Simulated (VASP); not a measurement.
# Sb (Fm-3m) in VASP: settings compared

The runs below take Sb through single point, with PBEsol, PBE.

Everything below comes from runs of VASP 6.6.1. Logs are shortened: lines on timing, memory, paths and dates and some standing lists are left out, and cuts for length are marked.

## (1) The cell of the first run

The structure is cubic, space group Fm-3m (No. 225). Conventional cell: a = 4.610 Å, b = 4.610 Å, c = 4.610 Å, α = 90.00°, β = 90.00°, γ = 90.00°. Sb (site symmetry m-3m) has 12 Sb at 3.26 Å within 4.3 Å.

## (2) Single point, PBEsol

Contents of INCAR:

```
SYSTEM = Sb
PREC = Accurate ; ENCUT = 520
EDIFF = 1E-6 ; ISMEAR = -1
SIGMA = 0.03 ; LREAL = .FALSE.
LASPH = .TRUE. ; NELM = 60
ALGO = Normal ; ISIF = 2
LWAVE = .FALSE. ; LCHARG = .FALSE.
GGA = PS ; NBANDS = 8
```

Contents of KPOINTS:

```
Automatic mesh
0
G
  14 14 14
  0 0 0
```

Contents of POSCAR:

```
Sb
1.0
    0.0000000000      2.3050000000      2.3050000000
    2.3050000000      0.0000000000      2.3050000000
    2.3050000000      2.3050000000      0.0000000000
Sb
1
Direct
    0.0000000000      0.0000000000      0.0000000000
```

Potentials or basis: VASP PAW PBE potentials, release 64 (Sb).

Command:

```
> cat potpaw_PBE.64/Sb/POTCAR > POTCAR
> mpirun -np 1 vasp_std > vasp.out
```

OUTCAR:

```text
SYSTEM = Sb
   PREC = Accurate
   ENCUT = 520
   EDIFF = 1E-6
   ISMEAR = -1
   LREAL = .FALSE.
   LASPH = .TRUE.
   NELM = 60
   ISIF = 2
   GGA = PS

 ion  position               nearest neighbor table
   1  0.000  0.000  0.000-

  LATTYP: Found a face centered cubic cell.
 ALAT       =     4.6100000000

  Lattice vectors:

 A1 = (   0.0000000000,   2.3050000000,   2.3050000000)
 A2 = (   2.3050000000,   0.0000000000,   2.3050000000)
 A3 = (   2.3050000000,   2.3050000000,   0.0000000000)

Analysis of symmetry for initial positions (statically):
=====================================================================
 Subroutine PRICEL returns:
 Original cell was already a primitive cell.

 Routine SETGRP: Setting up the symmetry group for a
 face centered cubic supercell.

 Subroutine GETGRP returns: Found 48 space group operations
 (whereof 48 operations were pure point group operations)
 out of a pool of 48 trial point group operations.

The static configuration has the point symmetry O_h .

Analysis of symmetry for dynamics (positions and initial velocities):
=====================================================================
 Subroutine PRICEL returns:
 Original cell was already a primitive cell.

 Routine SETGRP: Setting up the symmetry group for a
 face centered cubic supercell.

 Subroutine GETGRP returns: Found 48 space group operations
 (whereof 48 operations were pure point group operations)
 out of a pool of 48 trial point group operations.

The dynamic configuration has the point symmetry O_h .

 Subroutine INISYM returns: Found 48 space group operations
 (whereof 48 operations are pure point group operations),
 and found     1 'primitive' translations

----------------------------------------------------------------------------------------

                                     Primitive cell

  volume of cell :      24.4930

  direct lattice vectors                    reciprocal lattice vectors
     0.000000000  2.305000000  2.305000000    -0.216919740  0.216919740  0.216919740
     2.305000000  0.000000000  2.305000000     0.216919740 -0.216919740  0.216919740
     2.305000000  2.305000000  0.000000000     0.216919740  0.216919740 -0.216919740

  length of vectors
     3.259762261  3.259762261  3.259762261     0.375716010  0.375716010  0.375716010

  position of ions in fractional coordinates (direct lattice)
     0.000000000  0.000000000  0.000000000

  ion indices of the primitive-cell ions
   primitive index   ion index
                 1           1

----------------------------------------------------------------------------------------

 KPOINTS: Automatic mesh

Automatic generation of k-mesh.
 Grid dimensions read from file:
 generate k-points for:   14   14   14

 Generating k-lattice:

  Cartesian coordinates                     Fractional coordinates (reciprocal lattice)
    -0.015494267  0.015494267  0.015494267     0.071428571  0.000000000  0.000000000
     0.015494267 -0.015494267  0.015494267     0.000000000  0.071428571  0.000000000
     0.015494267  0.015494267 -0.015494267     0.000000000  0.000000000  0.071428571

  Length of vectors
     0.026836858  0.026836858  0.026836858

  Shift w.r.t. Gamma in fractional coordinates (k-lattice)
     0.000000000  0.000000000  0.000000000

 Subroutine IBZKPT returns following result:
 ===========================================

 Found    104 irreducible k-points:

 Following reciprocal coordinates:
            Coordinates               Weight
  0.000000  0.000000  0.000000      1.000000
  0.071429  0.000000  0.000000      8.000000
  0.142857  0.000000  0.000000      8.000000
  0.214286  0.000000  0.000000      8.000000
  0.285714  0.000000  0.000000      8.000000
  0.357143  0.000000  0.000000      8.000000
[... 16 lines left out ...]
  0.214286  0.142857  0.000000     24.000000
  0.285714  0.142857  0.000000     24.000000
 [... further k-points ...]
   k-points           NKPTS =    104   k-points in BZ     NKDIM =    104   number of bands    NBANDS=      8
   number of dos      NEDOS =    301   number of ions     NIONS =      1
   total plane-waves  NPLWV =  13824
   dimension x,y,z NGX =    24 NGY =   24 NGZ =   24
   dimension x,y,z NGXF=    48 NGYF=   48 NGZF=   48
   ions per type =               1
   NGX,Y,Z   is equivalent  to a cutoff of  12.24, 12.24, 12.24 a.u.
   NGXF,Y,Z  is equivalent  to a cutoff of  24.48, 24.48, 24.48 a.u.
 SYSTEM =  Sb
   PREC   = accura    normal or accurate (medium, high low for compatibility)
   ISTART =      0    job   : 0-new  1-cont  2-samecut
   ICHARG =      2    charge: 1-file 2-atom 10-const
   ISPIN  =      1    spin polarized calculation?
   LNONCOLLINEAR =      F non collinear calculations
   LSORBIT =      F    spin-orbit coupling
   LASPH  =      T    aspherical Exc in radial PAW
   ENCUT  =  520.0 eV  38.22 Ry    6.18 a.u.   6.06  6.06  6.06*2*pi/ulx,y,z
   NELM   =     60;   NELMIN=  2; NELMDL= -5     # of ELM steps
   EDIFF  = 0.1E-05   stopping-criterion for ELM
   LREAL  =      F    real-space projection
   EDIFFG = 0.1E-04   stopping-criterion for IOM
   NSW    =      0    number of steps for IOM
   IBRION =     -1    ionic relax: 0-MD 1-quasi-New 2-CG
   NFREE  =      0    steps in history (QN), initial steepest desc. (CG)
   ISIF   =      2    stress and relaxation
   ISYM   =      2    0-nonsym 1-usesym 2-fastsym
   POTIM  = 0.5000    time-step for ionic-motion
   TEBEG  =    0.0;   TEEND  =   0.0 temperature during run
   PSTRESS=    0.0 pullay stress
   NELECT =       5.0000    total number of electrons
   NUPDOWN=      -1.0000    fix difference up-down
   EMIN   =  10.00;   EMAX   =-10.00  energy-range for DOS
   EFERMI =   0.00;   METHOD = LEGACY
   ISMEAR =    -1;   SIGMA  =   0.03  broadening in eV -4-tet -1-fermi 0-gaus
   EFERMI_NEDOS =   21; number of points for ismear=-14 and -15
   IALGO  =     38    algorithm
   IMIX   =      4    mixing-type and parameters
     AMIX     =   0.40;   BMIX     =  1.00
     AMIX_MAG =   1.60;   BMIX_MAG =  1.00
  volume/ion in A,a.u.               =      24.49       165.29
  Fermi-wavevector in a.u.,A,eV,Ry     =   0.963941  1.821585 12.642299  0.929183
  Thomas-Fermi vector in A             =   2.093530
   LORBIT       =      0    0 simple, 1 ext, 2 COOP (PROOUT), +10 PAW based schemes
   GGA     = PS    functional components
   LHFCALC =     F    Hartree Fock is set to
   AEXX    =    0.0000 exact exchange contribution
   IVDW    =     0    specifies the selected vdW correction
   LEPSILON=     F    determine dielectric tensor
   LRPA    =     F    only Hartree local field effects (RPA)
 non-spin polarized calculation
  energy-cutoff  :      520.00
  volume of cell :       24.49
 maximum number of plane-waves:       673
   NGX = 13   NGY = 13   NGZ = 13

 number of electron       4.9999999 magnetization

 Free energy of the ion-electron system (eV)
  ---------------------------------------------------
  ext. energy  EPLUGINS =         0.00000000
  ---------------------------------------------------
  free energy    TOTEN  =        -4.26600680 eV

  energy without entropy =       -4.26310295  energy(sigma->0) =       -4.26455488

 E-fermi :   9.6937     XC(G=0): -10.7492

 val. band max:        9.6822707994   @ k =   0.5000   0.4286   0.0714
 cond. band min:       9.7516141714   @ k =   0.4286   0.3571   0.0000
 fundamental gap:      0.0693433719
 Fermi energy:         9.6936546215

 k-point     1 :       0.0000    0.0000    0.0000
  band No.  band energies     occupation
      1      -4.0584      2.00000
      2      15.7020      0.00000
      3      15.7020      0.00000
      4      15.7020      0.00000
      5      19.8983      0.00000
      6      19.9776      0.00000
      7      19.9776      0.00000
      8      19.9776      0.00000

 k-point     2 :       0.0714    0.0000    0.0000
  band No.  band energies     occupation
      1      -3.9479      2.00000
      2      14.5889      0.00000
      3      15.5375      0.00000
      4      15.5375      0.00000
      5      18.9883      0.00000
      6      20.2380      0.00000
      7      20.2380      0.00000
      8      21.6609      0.00000

 k-point     3 :       0.1429    0.0000    0.0000
  band No.  band energies     occupation
      1      -3.6171      2.00000
      2      12.3799      0.00000
      3      15.1516      0.00000
      4      15.1516      0.00000
      5      18.5757      0.00000
      6      20.7925      0.00000
      7      20.7925      0.00000
      8      22.6526      0.00000

 k-point     4 :       0.2143    0.0000    0.0000
  band No.  band energies     occupation
      1      -3.0689      2.00000
      2      10.0179      0.00004
      3      14.7119      0.00000
      4      14.7119      0.00000
      5      18.3330      0.00000
      6      20.7456      0.00000
      7      20.7456      0.00000
      8      22.0817      0.00000

 k-point     5 :       0.2857    0.0000    0.0000
  band No.  band energies     occupation
      1      -2.3116      2.00000
      2       7.7623      2.00000
      3      14.3177      0.00000
      4      14.3177      0.00000
      5      18.2213      0.00000
      6      20.0962      0.00000
      7      20.0962      0.00000
      8      21.0685      0.00000

 k-point     6 :       0.3571    0.0000    0.0000
  band No.  band energies     occupation
      1      -1.3716      2.00000
      2       5.7200      2.00000
      3      14.0157      0.00000
      4      14.0157      0.00000
      5      18.2415      0.00000
      6      19.5232      0.00000
      7      19.5232      0.00000
      8      20.2139      0.00000

 k-point     7 :       0.4286    0.0000    0.0000
  band No.  band energies     occupation
      1      -0.3506      2.00000
      2       4.0272      2.00000
      3      13.8279      0.00000
      4      13.8279      0.00000
      5      18.3756      0.00000
      6      19.1595      0.00000
      7      19.1595      0.00000
      8      19.5722      0.00000

 k-point     8 :       0.5000    0.0000    0.0000
  band No.  band energies     occupation
      1       0.2479      2.00000
      2       3.2032      2.00000
      3      13.7643      0.00000
      4      13.7643      0.00000
      5      18.4926      0.00000
      6      19.0358      0.00000
      7      19.0358      0.00000
      8      19.2852      0.00000

 k-point     9 :       0.0714    0.0714    0.0000
  band No.  band energies     occupation
      1      -3.9111      2.00000
      2      15.0416      0.00000
      3      15.0416      0.00000
      4      15.1222      0.00000
      5      18.4103      0.00000
      6      20.7662      0.00000
      7      20.7662      0.00000
      8      21.7085      0.00000

 k-point    10 :       0.1429    0.0714    0.0000
  band No.  band energies     occupation
      1      -3.6536      2.00000
      2      13.1687      0.00000
      3      14.4737      0.00000
      4      15.1146      0.00000
      5      18.1818      0.00000
      6      20.8826      0.00000
      7      21.0279      0.00000
      8      21.5123      0.00000
[... 78 lines left out ...]
 k-point    18 :      -0.2857    0.0714    0.0000
  band No.  band energies     occupation
      1      -1.9200      2.00000
      2       7.1379      2.00000
      3      12.7911      0.00000
      4      14.6170      0.00000
      5      18.7823      0.00000
      6      19.2735      0.00000
      7      19.6527      0.00000
      8      22.3285      0.00000

 k-point    19 :      -0.2143    0.0714    0.0000
  band No.  band energies     occupation
      1      -2.7417      2.00000
      2       9.3173      1.99999
      3      13.0795      0.00000
      4      15.1431      0.00000
      5      18.8439      0.00000
      6      20.1323      0.00000
      7      20.1401      0.00000
      8      22.1315      0.00000

 k-point    20 :      -0.1429    0.0714    0.0000
  band No.  band energies     occupation
      1      -3.3605      2.00000
      2      11.6218      0.00000
      3      13.5403      0.00000
      4      15.5786      0.00000
      5      18.8878      0.00000
      6      20.4566      0.00000
      7      21.0571      0.00000
      8      21.6152      0.00000

 k-point    21 :      -0.0714    0.0714    0.0000
  band No.  band energies     occupation
      1      -3.7640      2.00000
      2      13.6960      0.00000
      3      14.3026      0.00000
      4      15.7528      0.00000
      5      18.8559      0.00000
      6      20.1695      0.00000
      7      20.8812      0.00000
      8      22.4062      0.00000

 k-point    22 :       0.1429    0.1429    0.0000
  band No.  band energies     occupation
      1      -3.4696      2.00000
      2      13.7580      0.00000
      3      13.7833      0.00000
      4      13.7833      0.00000
      5      17.1261      0.00000
      6      19.5893      0.00000
      7      22.3819      0.00000
      8      22.3819      0.00000

 k-point    23 :       0.2143    0.1429    0.0000
  band No.  band energies     occupation
      1      -3.0664      2.00000
      2      11.7135      0.00000
      3      13.1965      0.00000
      4      13.7570      0.00000
      5      17.0767      0.00000
      6      18.6058      0.00000
      7      22.5631      0.00000
      8      23.0593      0.00000

 k-point    24 :       0.2857    0.1429    0.0000
  band No.  band energies     occupation
      1      -2.4486      2.00000
      2       9.4904      1.99772
      3      12.7681      0.00000
      4      13.2241      0.00000
      5      17.0432      0.00000
      6      18.8131      0.00000
      7      22.3965      0.00000
      8      22.6993      0.00000

 [... further k-points ...]
[... 5 lines left out ...]
  --------------------------------------------------------------------------------------
  -------------------------------------------------------------------------------------
  Total        0.7851392      0.7851392      0.7851392     -0.0000000      0.0000000      0.0000000
  in kB       51.3587538     51.3587538     51.3587538     -0.0000000      0.0000000      0.0000000
  external PRESSURE =      51.3587538 kB  Pullay stress =       0.0000000 kB

 VOLUME and BASIS-vectors are now :
 -----------------------------------------------------------------------------
  energy-cutoff  :      520.00
  volume of cell :       24.49
      direct lattice vectors                 reciprocal lattice vectors
     0.000000000  2.305000000  2.305000000    -0.216919740  0.216919740  0.216919740
     2.305000000  0.000000000  2.305000000     0.216919740 -0.216919740  0.216919740
     2.305000000  2.305000000  0.000000000     0.216919740  0.216919740 -0.216919740

 POSITION                                       TOTAL-FORCE (eV/Angst)
 -----------------------------------------------------------------------------------
      0.00000      0.00000      0.00000         0.000000      0.000000      0.000000
 -----------------------------------------------------------------------------------
    total drift:                                0.000000     -0.000000     -0.000000

  FREE ENERGIE OF THE ION-ELECTRON SYSTEM (eV)
  ---------------------------------------------------
  free  energy   TOTEN  =        -4.2660068011 eV

  energy  without entropy=       -4.2631029519  energy(sigma->0) =       -4.26455488
```

Run time: 11 s. Hardware: 1 thread of AMD EPYC 7R13 (Zen 3), shared host; peak memory 0.12 GiB.

What came out:

| Quantity | Value |
| --- | --- |
| Free energy | -4.2660 eV |
| Pressure | 5.1 GPa |

Levels at points of the mesh, in eV from the Fermi level:
| k point | band 1 | band 2 | band 3 | band 4 | band 5 | band 6 |
| --- | --- | --- | --- | --- | --- | --- |
| (0.00, 0.00, 0.00) | -13.75 | 6.01 | 6.01 | 6.01 | 10.20 | 10.28 |
| (0.50, 0.00, 0.00) | -9.45 | -6.49 | 4.07 | 4.07 | 8.80 | 9.34 |
| (0.50, 0.50, 0.00) | -7.54 | -5.49 | 0.36 | 0.36 | 4.20 | 4.55 |

Caveat: the PAW data sets were made with another functional, which shifts forces and pressure a little; spin-orbit coupling is left out, which moves the levels of the heavy elements.

## (3) Single point, PBE

Contents of INCAR:

```
SYSTEM = Sb
PREC     = Accurate       ! precision mode
ENCUT    = 520            ! plane-wave cutoff, eV
EDIFF    = 1E-7           ! SCF threshold, eV
ISMEAR   = -1             ! smearing method
SIGMA    = 0.03           ! smearing width, eV
LREAL    = .False.        ! projectors in reciprocal space
LASPH    = .True.         ! aspherical terms in the spheres
NELM     = 60             ! most SCF steps
ALGO     = Normal         ! electronic algorithm
ISIF     = 2              ! what is computed and relaxed
LWAVE    = .False.        ! write WAVECAR
LCHARG   = .False.        ! write CHGCAR
GGA      = PE             ! functional
NBANDS   = 8              ! bands
```

Contents of KPOINTS:

```
Automatic mesh
0
Gamma
  14 14 14
  0 0 0
```

POSCAR is that of step 2.

Potentials or basis: VASP PAW PBE potentials, release 64 (Sb).

Command:

```
> cat potpaw_PBE.64/Sb/POTCAR > POTCAR
> mpirun -np 1 vasp_std > vasp.out
```

It took 10 s on 1 thread of AMD EPYC 7R13 (Zen 3), shared host; peak memory 0.12 GiB.

The run converged. Its results:

- Free energy: -3.7457 eV
- Pressure: 8.5 GPa

Levels at points of the mesh, in eV from the Fermi level:
| k point | band 1 | band 2 | band 3 | band 4 | band 5 | band 6 | band 7 |
| --- | --- | --- | --- | --- | --- | --- | --- |
| (0.00, 0.00, 0.00) | -13.74 | 6.01 | 6.01 | 6.01 | 10.18 | 10.24 | 10.24 |
| (0.50, 0.00, 0.00) | -9.44 | -6.49 | 4.07 | 4.07 | 8.78 | 9.31 | 9.31 |
| (0.50, 0.50, 0.00) | -7.53 | -5.49 | 0.36 | 0.36 | 4.21 | 4.53 | 18.09 |

Caveat: spin-orbit coupling is left out, which moves the levels of the heavy elements.

## (4) Single point, PBEsol (functional pbesol, volume scaled by 0.96)

Contents of INCAR:

```
  ALGO = Normal
  EDIFF = 1E-6
  ENCUT = 500
  GGA = PS
  GGA_COMPAT = F
  ISIF = 2
  ISMEAR = -1
  LASPH = T
  LCHARG = F
  LREAL = F
  LWAVE = F
  NBANDS = 8
  NELM = 120
  PREC = Accurate
  SIGMA = 0.03
```

Contents of KPOINTS:

```
k-points
0
Gamma
  14 14 14
```

Contents of POSCAR:

```
Sb
1.0
    0.0000000000      2.2738475325      2.2738475325
    2.2738475325      0.0000000000      2.2738475325
    2.2738475325      2.2738475325      0.0000000000
Sb
1
Direct
    0.0000000000      0.0000000000      0.0000000000
```

Command:

```
> cat potpaw_PBE.64/Sb/POTCAR > POTCAR
> mpirun -np 1 vasp_std > vasp.out
```

Wall time 4.3 s (1 thread of Intel Xeon 6975P-C (Granite Rapids), shared host); peak memory 0.14 GiB.

It converged, with:

```yaml
Free_energy: -4.2224 eV
Pressure: 9.3 GPa
```

Levels at points of the mesh, in eV from the Fermi level:
```
           k point  band 1  band 2  band 3  band 4  band 5  band 6  band 7
(0.00, 0.00, 0.00)  -14.11    6.34    6.34    6.34   10.19   10.43   10.43
(0.50, 0.00, 0.00)   -9.55   -6.78    4.29    4.29    9.10    9.46    9.46
(0.50, 0.50, 0.00)   -7.51   -5.73    0.37    0.37    4.27    4.54   18.47
```

Caveat: the PAW data sets were made with another functional, which shifts forces and pressure a little; spin-orbit coupling is left out, which moves the levels of the heavy elements.

## (5) The runs side by side

| level | cell | cutoff (eV) | gap on the mesh (eV) | pressure (GPa) |
| --- | --- | --- | --- | --- |
| PBEsol | a = 3.260 Å, angles 60.0°, 1 atom | 520 | none | 5.1 |
| PBE | a = 3.260 Å, angles 60.0°, 1 atom | 520 | none | 8.5 |
| PBEsol | a = 3.216 Å, angles 60.0°, 1 atom | 500 | none | 9.3 |

Alike in all rows: task single point; potentials or basis VASP PAW PBE potentials, release 64 (Sb); no spin polarisation; k mesh 14 × 14 × 14; smearing fermi-dirac 0.03 eV.

Caveats: spin-orbit coupling is left out, which moves the levels of the heavy elements; the PAW data sets were made with another functional, which shifts forces and pressure a little (some runs).

Total energies depend on the potentials used, so only differences within one code and one set of settings carry meaning.
